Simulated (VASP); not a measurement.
Input of a VASP 6.6.1 run:

Contents of INCAR:

```
SYSTEM = Cu
ALGO = Normal ; EDIFF = 1E-7
EDIFFG = -0.003 ; ENCUT = 700
GGA = CA ; GGA_COMPAT = .FALSE.
IBRION = 2 ; ISIF = 3
ISMEAR = 0 ; LASPH = .TRUE.
LCHARG = .FALSE. ; LREAL = .FALSE.
LWAVE = .FALSE. ; NELM = 120
NELMIN = 4 ; NSW = 80
PREC = Accurate ; SIGMA = 0.1
```

KPOINTS

```
k-points
0
G
  12 12 12
  0 0 0
```

POSCAR

```
Cu
1.0
    0.0000000000      1.8000000000      1.8000000000
    1.8000000000      0.0000000000      1.8000000000
    1.8000000000      1.8000000000      0.0000000000
Cu
1
Direct
    0.0000000000      0.0000000000      0.0000000000
```

Potentials or basis: VASP PAW LDA potentials, release 64 (Cu_sv_GW).

Run with:

```bash
$ cat potpaw_LDA.64/Cu_sv_GW/POTCAR > POTCAR
$ mpirun -np 1 vasp_std > vasp.out
```

Q: Predict the relaxed cell.

A: a = 2.474 Å, b = 2.474 Å, c = 2.474 Å, α = 60.00°, β = 60.00°, γ = 60.00°.

Q: What does it give for the band gap on the k mesh?

A: Zero (an odd number of electrons rules out a gap without spin polarisation).

Q: Predict the space group after relaxing (to 0.1 Å).

A: Fm-3m (No. 225).

The path:
| step | energy change (eV) | largest force (eV/Å) | pressure (GPa) | volume (Å³) |
| --- | --- | --- | --- | --- |
| 1 | 0.0000 | 0.0000 | -15.37 | 11.66 |
| 2 | -0.0002 | 0.0000 | 21.59 | 9.87 |
| 3 | -0.0511 | 0.0000 | -0.23 | 10.71 |
| 4 | -0.0511 | 0.0000 | 0.15 | 10.69 |
| 5 | -0.0511 | 0.0000 | 0.06 | 10.70 |
| 6 | -0.0511 | 0.0000 | -0.36 | 10.71 |
| 7 | -0.0511 | 0.0000 | 0.03 | 10.70 |
